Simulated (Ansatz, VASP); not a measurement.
Al in VASP and in Ansatz

File POSCAR:

```
Al
1.0
   -1.6150869704      1.6150869704      1.5434821293
    1.6150869704     -1.6150869704      1.5434821293
    1.6150869704      1.6150869704     -1.5434821293
Al
1
Direct
    0.0000000000      0.0000000000      0.0000000000
```

INCAR.step1

```
PREC = Accurate ; ENCUT = 520
ISMEAR = 0 ; SIGMA = 0.15
LREAL = F ; LASPH = T
NELM = 60 ; NBANDS = 8
GGA = PE ; ALGO = Normal
EDIFF = 1E-4 ; LWAVE = T
LCHARG = F
```

INCAR.step2

```
PREC = Accurate ; ENCUT = 520
EDIFF = 1E-6 ; ISMEAR = 0
SIGMA = 0.15 ; LREAL = F
LASPH = T ; NELM = 60
ALGO = Normal ; ISIF = 2
LWAVE = F ; LCHARG = F
METAGGA = R2SCAN ; LMIXTAU = T
NBANDS = 8 ; ISTART = 1
```

Contents of KPOINTS:

```
Automatic mesh
0
Gamma
  20 20 20
```

Input for Ansatz:

```yaml
crystal:
  lattice:
    - [-1.6150869704, 1.6150869704, 1.5434821293]
    - [1.6150869704, -1.6150869704, 1.5434821293]
    - [1.6150869704, 1.6150869704, -1.5434821293]
  atoms:
    - { symbol: Al, position: [0.0, 0.0, 0.0] }
basis:
  ecutwfc: 500
kpoints:
  mp_grid: { grid: [20, 20, 20] }
hamiltonian:
  xc: r2scan
scf:
  occupations: { method: gaussian, width: 0.15 }
output:
  forces: true
  stress: true
  eigenvalues: true
```

Change from the starting cell: strain +0.015 along x and y, -0.030 along z, atoms carried along.

Alike in both runs: task single point; functional r2SCAN; k mesh 20 × 20 × 20; occupations gaussian, width 0.15 eV; no spin polarisation.

|  | VASP | Ansatz |
| --- | --- | --- |
| version | VASP 6.6.1 | Ansatz 0.2.0 |
| potentials or method | VASP PAW PBE potentials, release 64 (Al), cutoff 520 eV | scalar-relativistic, plane waves, PAW |
| valence electrons in the cell | 3 | 3 |

```tsv
	VASP	Ansatz	Ansatz less VASP
gap on the k mesh at the Fermi level (eV)	none	none	-
pressure (GPa)	0.2	0.5	+0.31
traceless stress, the component that is largest in VASP (GPa)	-1.19	-1.19	+0.002
```

VASP's potentials were made for PBE, not for r2SCAN. A gap of «none» marks a metal or a gap that the smearing closes.
